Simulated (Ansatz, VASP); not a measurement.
**Two plane-wave programs on PbS**

```
Pb S
1.0
     2.95469   -2.96891    0.28851
     2.95469    2.96891    0.28851
    -0.58357    0.00000    5.92619
Pb S
2 2
Cartesian
  3.9943 0.0000 4.8774
  1.3315 0.0000 1.6258
  1.0401 0.0000 4.5891
  4.2857 0.0000 1.9141
```

Alike in both runs: task single point; functional r2SCAN; k mesh 6 × 6 × 4; no spin polarisation.

```csv
,VASP,Ansatz
version,VASP 6.6.1,Ansatz 0.2.0
potentials or method,"VASP PAW PBE potentials, release 64 (Pb_d, S)","plane waves, PAW"
plane-wave cutoff (eV),520,500
occupations,"gaussian, width 0.01 eV",fixed
valence electrons in the cell,40,40
```

|  | VASP | Ansatz | Ansatz less VASP |
| --- | --- | --- | --- |
| gap on the k mesh at the Fermi level (eV) | 0.64 | 0.63 | -0.010 |
| pressure (GPa) | 1.0 | 1.0 | +0.02 |

VASP's potentials were made for PBE, not for r2SCAN.

Neither program's run includes spin-orbit coupling.
